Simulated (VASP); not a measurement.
Crystal: BeTe.

```xyz
2
Lattice="0.0000 2.7135 2.7135 2.7135 0.0000 2.7135 2.7135 2.7135 0.0000" Properties=species:S:1:pos:R:3 pbc="T T T"
Te    4.0702    4.0702    4.0702
Be    0.0000    0.0000    0.0000
```

Base run:

* Program: VASP 6.6.1
* Functional: r2SCAN
* Potentials or basis: VASP PAW PBE potentials, release 64 (Te, Be)
* Cutoff: 520 eV
* k mesh: 8 × 8 × 8
* Occupations: fermi-dirac, width 0.05 eV
* Spin: no spin polarisation

Its results: band gap on the k mesh 2.03 eV, indirect (least direct gap 3.87 eV); pressure 9.7 GPa.

**Question.** The run is repeated on the same cell with these changes: functional from r2SCAN to PBEsol; dispersion from none to D3(BJ). What comes out?

**Answer.** Band gap on the k mesh 1.56 eV, indirect (least direct gap 3.49 eV); pressure 4.7 GPa.

Several settings changed at once, so the effect can't be laid on one alone.

Caveats: the PAW data sets were made with another functional, which shifts forces and pressure a little; spin-orbit coupling is left out, which moves the levels of the heavy elements.

A k mesh can miss the band edges.
